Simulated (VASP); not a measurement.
# HfN (Fm-3m) in VASP: further runs

Runs on HfN. Level: PBEsol. Tasks: relaxation of cell and atoms.

Program: VASP 6.6.1. These are calculated values, not measurements. Logs are shortened: lines on timing, memory, paths and dates and some standing lists are left out, and cuts for length are marked.

## Step 1: The cell of the first run

It takes space group Fm-3m (No. 225, cubic). Conventional cell: a = 4.370 Å, b = 4.370 Å, c = 4.370 Å, α = 90.00°, β = 90.00°, γ = 90.00°. Within 2.9 Å of Hf (site symmetry m-3m) lie 6 N at 2.18 Å. N (site symmetry m-3m) has 6 Hf at 2.18 Å within 2.9 Å.

## Step 2: Relaxation of cell and atoms, PBEsol, target pressure 30 GPa, at which the enthalpy is minimised

Input file INCAR:

```
SYSTEM = HfN
  PREC = Accurate
  ENCUT = 600
  EDIFF = 1E-7
  ISMEAR = 0
  SIGMA = 0.1
  LREAL = .FALSE.
  LASPH = .TRUE.
  NELM = 80
  ALGO = Normal
  ISIF = 3
  LWAVE = .FALSE.
  LCHARG = .FALSE.
  GGA = PS
  IBRION = 2
  NSW = 70
  EDIFFG = -0.008
  PSTRESS = 300.0
```

Input file KPOINTS:

```
regular mesh
0
G
  16 16 16
  0 0 0
```

Input file POSCAR:

```
HfN
1.0
    0.0000000000      2.1848658313      2.1848658313
    2.1848658313      0.0000000000      2.1848658313
    2.1848658313      2.1848658313      0.0000000000
Hf N
1 1
Direct
    0.0000000000      0.0000000000      0.0000000000
    0.5000000000      0.5000000000      0.5000000000
```

Potentials or basis: VASP PAW PBE potentials, release 64 (Hf_pv, N).

Launch:

```sh
cat potpaw_PBE.64/Hf_pv/POTCAR potpaw_PBE.64/N/POTCAR > POTCAR
mpirun -np 1 vasp_std > vasp.out
```

OUTCAR:

```text
SYSTEM = HfN
   PREC = Accurate
   ENCUT = 600
   EDIFF = 1E-7
   ISMEAR = 0
   LREAL = .FALSE.
   LASPH = .TRUE.
   NELM = 80
   ISIF = 3
   GGA = PS
   IBRION = 2
   NSW = 70
   EDIFFG = -0.008
   PSTRESS = 300.0

 ion  position               nearest neighbor table
   1  0.000  0.000  0.000-   2 2.18   2 2.18   2 2.18   2 2.18   2 2.18   2 2.18
   2  0.500  0.500  0.500-   1 2.18   1 2.18   1 2.18   1 2.18   1 2.18   1 2.18

  LATTYP: Found a face centered cubic cell.
 ALAT       =     4.3697316626

  Lattice vectors:

 A1 = (   0.0000000000,   2.1848658313,   2.1848658313)
 A2 = (   2.1848658313,   0.0000000000,   2.1848658313)
 A3 = (   2.1848658313,   2.1848658313,   0.0000000000)

Analysis of symmetry for initial positions (statically):
=====================================================================
 Subroutine PRICEL returns:
 Original cell was already a primitive cell.

 Routine SETGRP: Setting up the symmetry group for a
 face centered cubic supercell.

 Subroutine GETGRP returns: Found 48 space group operations
 (whereof 48 operations were pure point group operations)
 out of a pool of 48 trial point group operations.

The static configuration has the point symmetry O_h .

Analysis of symmetry for dynamics (positions and initial velocities):
=====================================================================
 Subroutine PRICEL returns:
 Original cell was already a primitive cell.

 Routine SETGRP: Setting up the symmetry group for a
 face centered cubic supercell.

 Subroutine GETGRP returns: Found 48 space group operations
 (whereof 48 operations were pure point group operations)
 out of a pool of 48 trial point group operations.

The dynamic configuration has the point symmetry O_h .

 Subroutine INISYM returns: Found 48 space group operations
 (whereof 48 operations are pure point group operations),
 and found     1 'primitive' translations

----------------------------------------------------------------------------------------

                                     Primitive cell

  volume of cell :      20.8595

  direct lattice vectors                    reciprocal lattice vectors
     0.000000000  2.184865831  2.184865831    -0.228847004  0.228847004  0.228847004
     2.184865831  0.000000000  2.184865831     0.228847004 -0.228847004  0.228847004
     2.184865831  2.184865831  0.000000000     0.228847004  0.228847004 -0.228847004

  length of vectors
     3.089866891  3.089866891  3.089866891     0.396374638  0.396374638  0.396374638

  position of ions in fractional coordinates (direct lattice)
     0.000000000  0.000000000  0.000000000
     0.500000000  0.500000000  0.500000000

  ion indices of the primitive-cell ions
   primitive index   ion index
                 1           1
                 2           2

----------------------------------------------------------------------------------------

 KPOINTS: regular mesh

Automatic generation of k-mesh.
 Grid dimensions read from file:
 generate k-points for:   16   16   16

 Generating k-lattice:

  Cartesian coordinates                     Fractional coordinates (reciprocal lattice)
    -0.014302938  0.014302938  0.014302938     0.062500000  0.000000000  0.000000000
     0.014302938 -0.014302938  0.014302938     0.000000000  0.062500000  0.000000000
     0.014302938  0.014302938 -0.014302938     0.000000000  0.000000000  0.062500000

  Length of vectors
     0.024773415  0.024773415  0.024773415

  Shift w.r.t. Gamma in fractional coordinates (k-lattice)
     0.000000000  0.000000000  0.000000000

 Subroutine IBZKPT returns following result:
 ===========================================

 Found    145 irreducible k-points:

 Following reciprocal coordinates:
            Coordinates               Weight
  0.000000  0.000000  0.000000      1.000000
  0.062500  0.000000  0.000000      8.000000
  0.125000  0.000000  0.000000      8.000000
  0.187500  0.000000  0.000000      8.000000
  0.250000  0.000000  0.000000      8.000000
  0.312500  0.000000  0.000000      8.000000
[... 16 lines left out ...]
 -0.125000  0.062500  0.000000     24.000000
 -0.062500  0.062500  0.000000     12.000000
 [... further k-points ...]
   k-points           NKPTS =    145   k-points in BZ     NKDIM =    145   number of bands    NBANDS=     11
   number of dos      NEDOS =    301   number of ions     NIONS =      2
   total plane-waves  NPLWV =  21952
   dimension x,y,z NGX =    28 NGY =   28 NGZ =   28
   dimension x,y,z NGXF=    56 NGYF=   56 NGZF=   56
   ions per type =               1   1
   NGX,Y,Z   is equivalent  to a cutoff of  15.07, 15.07, 15.07 a.u.
   NGXF,Y,Z  is equivalent  to a cutoff of  30.13, 30.13, 30.13 a.u.
 SYSTEM =  HfN
   PREC   = accura    normal or accurate (medium, high low for compatibility)
   ISTART =      0    job   : 0-new  1-cont  2-samecut
   ICHARG =      2    charge: 1-file 2-atom 10-const
   ISPIN  =      1    spin polarized calculation?
   LNONCOLLINEAR =      F non collinear calculations
   LSORBIT =      F    spin-orbit coupling
   LASPH  =      T    aspherical Exc in radial PAW
   ENCUT  =  600.0 eV  44.10 Ry    6.64 a.u.   6.17  6.17  6.17*2*pi/ulx,y,z
   NELM   =     80;   NELMIN=  2; NELMDL= -5     # of ELM steps
   EDIFF  = 0.1E-06   stopping-criterion for ELM
   LREAL  =      F    real-space projection
   EDIFFG = -.8E-02   stopping-criterion for IOM
   NSW    =     70    number of steps for IOM
   IBRION =      2    ionic relax: 0-MD 1-quasi-New 2-CG
   NFREE  =      1    steps in history (QN), initial steepest desc. (CG)
   ISIF   =      3    stress and relaxation
   ISYM   =      2    0-nonsym 1-usesym 2-fastsym
   POTIM  = 0.5000    time-step for ionic-motion
   TEBEG  =    0.0;   TEEND  =   0.0 temperature during run
   PSTRESS=  300.0 pullay stress
   NELECT =      15.0000    total number of electrons
   NUPDOWN=      -1.0000    fix difference up-down
   EMIN   =  10.00;   EMAX   =-10.00  energy-range for DOS
   EFERMI =   0.00;   METHOD = LEGACY
   ISMEAR =     0;   SIGMA  =   0.10  broadening in eV -4-tet -1-fermi 0-gaus
   EFERMI_NEDOS =   21; number of points for ismear=-14 and -15
   IALGO  =     38    algorithm
   IMIX   =      4    mixing-type and parameters
     AMIX     =   0.40;   BMIX     =  1.00
     AMIX_MAG =   1.60;   BMIX_MAG =  1.00
  volume/ion in A,a.u.               =      10.43        70.38
  Fermi-wavevector in a.u.,A,eV,Ry     =   1.466686  2.771635 29.268415  2.151168
  Thomas-Fermi vector in A             =   2.582394
   LORBIT       =      0    0 simple, 1 ext, 2 COOP (PROOUT), +10 PAW based schemes
   GGA     = PS    functional components
   LHFCALC =     F    Hartree Fock is set to
   AEXX    =    0.0000 exact exchange contribution
   IVDW    =     0    specifies the selected vdW correction
   LEPSILON=     F    determine dielectric tensor
   LRPA    =     F    only Hartree local field effects (RPA)
 conjugate gradient relaxation of ions
 non-spin polarized calculation
 Gauss-broadening in eV      SIGMA  =   0.10
  energy-cutoff  :      600.00
  volume of cell :       20.86
 maximum number of plane-waves:       725
 NGX is ok and might be reduce to    28
   NGX = 13   NGY = 13   NGZ = 13

--------------------------------------- Ionic step        1  -------------------------------------------

 number of electron      15.0000000 magnetization

 Free energy of the ion-electron system (eV)
  ---------------------------------------------------
  ext. energy  EPLUGINS =         0.00000000
  ---------------------------------------------------
  free energy    TOTEN  =       -22.85011937 eV

  energy without entropy =      -22.84723400  energy(sigma->0) =      -22.84867669

------------------------ aborting loop because EDIFF is reached ----------------------------------------

  FORCE on cell =-STRESS in cart. coord.  units (eV):
  Direction    XX          YY          ZZ          XY          YZ          ZX
  --------------------------------------------------------------------------------------
  -------------------------------------------------------------------------------------
  Total        3.6897459      3.6897459      3.6897459     -0.0000000     -0.0000000      0.0000000
  in kB      283.4018827    283.4018827    283.4018827     -0.0000000     -0.0000000      0.0000000
  external PRESSURE =     -16.5981173 kB  Pullay stress =     300.0000000 kB
[... 61 lines left out ...]
  enthalpy is  TOTEN    =       -18.9410312171 eV   P V=        3.8450839326

--------------------------------------- Ionic step        3  -------------------------------------------

 number of electron      15.0000000 magnetization

 Free energy of the ion-electron system (eV)
  ---------------------------------------------------
  ext. energy  EPLUGINS =         0.00000000
  ---------------------------------------------------
  free energy    TOTEN  =       -22.83487064 eV

  energy without entropy =      -22.83198699  energy(sigma->0) =      -22.83342882

 E-fermi :   9.1387     XC(G=0): -13.4471

 val. band max:        9.1338740908   @ k =   0.0625   0.0625   0.0000
 cond. band min:       9.1404317584   @ k =  -0.1250   0.0625   0.0000
 fundamental gap:      0.0065576676
 Fermi energy:         9.1387305038

 k-point     1 :       0.0000    0.0000    0.0000
  band No.  band energies     occupation
      1     -21.4935      2.00000
      2     -21.4935      2.00000
      3     -21.4935      2.00000
      4      -8.9028      2.00000
      5       6.0572      2.00000
      6       6.0572      2.00000
      7       6.0572      2.00000
      8       8.7054      2.00000
      9       8.7054      2.00000
     10       8.7054      2.00000
     11      11.3502      0.00000
[... 309 lines left out ...]
 k-point    24 :      -0.0625    0.0625    0.0000
  band No.  band energies     occupation
      1     -21.6416      2.00000
      2     -21.5288      2.00000
      3     -21.4951      2.00000
      4      -8.6004      2.00000
      5       4.9587      2.00000
      6       5.2703      2.00000
      7       5.6470      2.00000
      8       8.9014      1.99921
      9       8.9102      1.99877
     10       9.4266      0.00005
     11      11.6923      0.00000

 [... further k-points ...]

------------------------ aborting loop because EDIFF is reached ----------------------------------------

  FORCE on cell =-STRESS in cart. coord.  units (eV):
  Direction    XX          YY          ZZ          XY          YZ          ZX
  --------------------------------------------------------------------------------------
  -------------------------------------------------------------------------------------
  Total        3.8902081      3.8902081      3.8902081      0.0000000      0.0000000      0.0000000
  in kB      300.0039642    300.0039642    300.0039642      0.0000000      0.0000000      0.0000000
  external PRESSURE =       0.0039642 kB  Pullay stress =     300.0000000 kB
[... 17 lines left out ...]
  FREE ENERGIE OF THE ION-ELECTRON SYSTEM (eV)
  ---------------------------------------------------
  free  energy   TOTEN  =       -22.8348706397 eV

  energy  without entropy=      -22.8319869912  energy(sigma->0) =      -22.83342882

  enthalpy is  TOTEN    =       -18.9447139704 eV   P V=        3.8901566693

 reached required accuracy - stopping structural energy minimisation
```

Wall time 2.9 min (1 thread of Intel Xeon 8259CL, shared host); peak memory 0.2 GiB.

What came out:

| Property | Result |
| --- | --- |
| Free energy | -22.8349 eV |
| Relaxed volume | 10.39 Å³/atom |
| Relaxed cell | a = 3.086 Å, b = 3.086 Å, c = 3.086 Å, α = 60.00°, β = 60.00°, γ = 60.00° |
| Space group after relaxing (to 0.1 Å) | Fm-3m (No. 225) |
| Energy change on relaxing (the run minimises the enthalpy) | +7.6 meV/atom |
| Ionic steps | 3 |
| Pressure after relaxing | 30.0 GPa |
| Band gap on the k mesh | zero (an odd number of electrons rules out a gap without spin polarisation) |

Step by step:
```csv
step,energy change (eV),largest force (eV/Å),pressure (GPa),volume (Å³)
1,0.0000,0.0000,28.34,20.86
2,0.0640,0.0000,34.97,20.54
3,0.0152,0.0000,30.00,20.78
```

Final structure:
```
Hf N
1.0
     0.00000    2.18194    2.18194
     2.18194    0.00000    2.18194
     2.18194    2.18194    0.00000
Hf N
1 1
Direct
  0.00000 0.00000 0.00000
  0.50000 0.50000 0.50000
```

Levels at points of the mesh, in eV from the Fermi level:
```csv
k point,band 4,band 5,band 6,band 7,band 8,band 9,band 10,band 11
"(0.00, 0.00, 0.00)",-18.04,-3.08,-3.08,-3.08,-0.43,-0.43,-0.43,2.21
"(0.50, 0.00, 0.00)",-14.60,-9.51,-6.71,-6.71,3.81,4.28,4.28,5.00
"(0.50, 0.50, 0.00)",-16.92,-5.29,-4.33,-3.66,-3.66,4.69,6.41,6.41
```

Caveat: the cell is relaxed towards a set pressure, so the run minimises the enthalpy, not the energy; the PAW data sets were made with another functional, which shifts forces and pressure a little; spin-orbit coupling is left out, which moves the levels of the heavy elements.

(Continued in part 2 of 3.)
